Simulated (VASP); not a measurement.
A run of VASP 6.6.1:

The input INCAR:

```
PREC = Accurate
ENCUT = 520
EDIFF = 1E-6
ISMEAR = 0
SIGMA = 0.1
LREAL = F
LASPH = T
NELM = 100
ALGO = Normal
ISIF = 2
LWAVE = F
LCHARG = T
GGA = RP
LELF = T
LVHAR = T
NBANDS = 9
```

The input KPOINTS:

```
regular mesh
0
Gamma
  11 11 11
```

Contents of POSCAR:

```
LiH
1.0
    0.0000000000      2.0367500000      2.0367500000
    2.0367500000      0.0000000000      2.0367500000
    2.0367500000      2.0367500000      0.0000000000
Li H
1 1
Direct
    0.0000000000      0.0000000000      0.0000000000
    0.5000000000      0.5000000000      0.5000000000
```

Potentials or basis: VASP PAW PBE potentials, release 64 (Li_sv, H).

The run is started by

```bash
$ cat potpaw_PBE.64/Li_sv/POTCAR potpaw_PBE.64/H/POTCAR > POTCAR
$ mpirun -np 1 vasp_std > vasp.out
```

Hardware: 1 thread of Intel(R) Xeon(R) Platinum 8488C (Sapphire Rapids), with other jobs on the host.

Problem. How long does it take, and how much memory?

Solution. Wall time 5.9 s on 1 thread of Intel(R) Xeon(R) Platinum 8488C (Sapphire Rapids) (shared host), peak memory 0.13 GiB. Counts: scf iterations 13, k points 56.
